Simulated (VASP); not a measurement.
Here is a VASP 6.6.1 calculation.

INCAR

```
ALGO = Fast ; EDIFF = 1E-7
EDIFFG = -0.005 ; ENCUT = 600
GGA = CA ; IBRION = 2
ISIF = 3 ; ISMEAR = 0
LASPH = True ; LCHARG = False
LREAL = False ; LWAVE = False
NELM = 100 ; NSW = 100
PREC = Accurate ; SIGMA = 0.1
```

The input KPOINTS:

```
k-points
0
Gamma
  18 18 18
```

File POSCAR:

```
Pd
1.0
    0.0000000000      1.9227552169      1.9227552169
    1.9227552169      0.0000000000      1.9227552169
    1.9227552169      1.9227552169      0.0000000000
Pd
1
Direct
    0.0000000000      0.0000000000      0.0000000000
```

Potentials or basis: VASP PAW LDA potentials, release 64 (Pd).

Run with:

```console
$ cat potpaw_LDA.64/Pd/POTCAR > POTCAR
$ mpirun -np 1 vasp_std > vasp.out
```

**Question.** Estimate the relaxed cell.

**Answer.** a = 2.716 Å, b = 2.716 Å, c = 2.716 Å, α = 60.00°, β = 60.00°, γ = 60.00°.

**Question.** Predict the band gap on the k mesh.

**Answer.** Zero (band 5 reaches 10.63 eV, above the bottom of band 6 at 8.93 eV).

**Question.** Estimate the relaxed volume.

**Answer.** 14.16 Å³/atom.

**Question.** Estimate the space group after relaxing (to 0.05 Å).

**Answer.** Fm-3m (No. 225).

The path:
| step | energy change (eV) | largest force (eV/Å) | pressure (GPa) | volume (Å³) |
| --- | --- | --- | --- | --- |
| 1 | 0.0000 | 0.0000 | -0.89 | 14.22 |
| 2 | 0.0004 | 0.0000 | 1.71 | 14.06 |
| 3 | -0.0002 | 0.0000 | -0.05 | 14.16 |
